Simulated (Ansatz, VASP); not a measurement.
# One calculation of VI, two programs

Contents of INCAR:

```
SYSTEM = VI
PREC = Accurate
ENCUT = 520
EDIFF = 1E-6
ISMEAR = 0
SIGMA = 0.1
LREAL = .FALSE.
LASPH = .TRUE.
NELM = 150
ALGO = Normal
ISIF = 2
LWAVE = .FALSE.
LCHARG = .FALSE.
ISPIN = 2
MAGMOM = 2 0
LORBIT = 11
LMAXMIX = 4
GGA = PE
NBANDS = 21
```

KPOINTS

```
Automatic mesh
0
G
  6 6 6
  0 0 0
```

Contents of POSCAR:

```
VI
1.0
    0.0000000000      3.0413055117      3.0413055117
    3.0413055117      0.0000000000      3.0413055117
    3.0413055117      3.0413055117      0.0000000000
V I
1 1
Direct
    0.0000000000      0.0000000000      0.0000000000
    0.5000000000      0.5000000000      0.5000000000
```

Input for Ansatz:

```yaml
crystal:
  lattice:
    - [0.0, 3.0413055117, 3.0413055117]
    - [3.0413055117, 0.0, 3.0413055117]
    - [3.0413055117, 3.0413055117, 0.0]
  atoms:
    - { symbol: V, position: [0.0, 0.0, 0.0], spin: 2.0 }
    - { symbol: I, position: [0.5, 0.5, 0.5] }
basis:
  ecutwfc: 420
kpoints:
  mp_grid: { grid: [6, 6, 6] }
hamiltonian:
  xc: pbe
scf:
  occupations: { method: gaussian, width: 0.1 }
  lower_state_search: "off"
output:
  forces: true
  stress: true
  eigenvalues: true
  populations: true
magnetization:
  spin_polarized: true
```

Alike in both runs: task single point; functional PBE; k mesh 6 × 6 × 6; occupations gaussian, width 0.1 eV; collinear spin.

```csv
,VASP,Ansatz
version,VASP 6.6.1,Ansatz 0.2.0
potentials or method,"VASP PAW PBE potentials, release 64 (V_sv, I), cutoff 520 eV","scalar-relativistic, plane waves, PAW"
valence electrons in the cell,20,30
```

Ansatz gave:

- gap on the k mesh at the Fermi level (eV): none
- pressure (GPa): -2.4
- net moment per atom (μB): 1.99
- size of the moment on the site where the two differ most (μB): 3.32

Problem. What did VASP give for the same quantities?

Solution. gap on the k mesh at the Fermi level (eV): none; pressure (GPa): -2.5; net moment per atom (μB): 1.99; size of the moment on the site where the two differ most (μB): 3.18.

Site moments also hang on the region over which each program counts them. A gap of «none» marks a metal or a gap that the smearing closes. With one functional, cell and mesh, what is left measures potentials, basis and numerics. VASP's potentials hold 20 valence electrons a cell and Ansatz's 30, so a difference there can come from the potentials and not from the codes.

Spin-orbit coupling is off throughout.
